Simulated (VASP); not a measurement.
Ca8S: single point with PBE

Ca8S, a slab with vacuum:

```
Ca S
1.0
     7.81324    0.00000    0.00000
    -3.90662    6.76646    0.00000
     0.00000    0.00000   18.49775
Ca S
8 1
Direct
  0.33333 0.16667 0.21624
  0.33333 0.66667 0.21624
  0.83333 0.16667 0.21624
  0.83333 0.66667 0.21624
  0.16667 0.33333 0.37830
  0.16667 0.83333 0.37830
  0.66667 0.33333 0.37830
  0.66667 0.83333 0.37830
  0.33333 0.66667 0.45185
```

```json
{
 "Program": "VASP 6.6.1",
 "Task": "single point",
 "Functional": "PBE",
 "Potentials or basis": "VASP PAW PBE potentials, release 64 (Ca_sv, S)",
 "Cutoff": "520 eV",
 "k mesh": "6 × 6 × 1",
 "Occupations": "gaussian, width 0.1 eV",
 "Spin": "no spin polarisation"
}
```

```yaml
Largest_force: 0.166 eV/Å
Band_gap_on_the_k_mesh: zero (band 43 reaches -0.83 eV, above the bottom of band 44 at -1.50 eV)
```

Forces on the atoms (eV/Å):
```
Ca   0.033  0.019 -0.062
Ca   0.000  0.000 -0.166
Ca  -0.033  0.019 -0.062
Ca   0.000 -0.038 -0.062
Ca   0.000  0.068  0.125
Ca   0.059 -0.034  0.125
Ca   0.000  0.000 -0.062
Ca  -0.059 -0.034  0.125
S    0.000  0.000  0.040
```

Levels at points of the mesh, in eV from the Fermi level:
```tsv
k point	band 41	band 42	band 43	band 44	band 45	band 46
(0.00, 0.00, 0.00)	-0.58	-0.48	-0.40	-0.40	0.23	0.34
(0.50, 0.00, 0.00)	-0.96	-0.66	0.27	0.27	0.36	0.45
```

Run time: 8.9 min on 1 thread of AMD EPYC 9R45 96-Core Processor (Zen 5), on a shared host, peak memory 1.1 GiB.
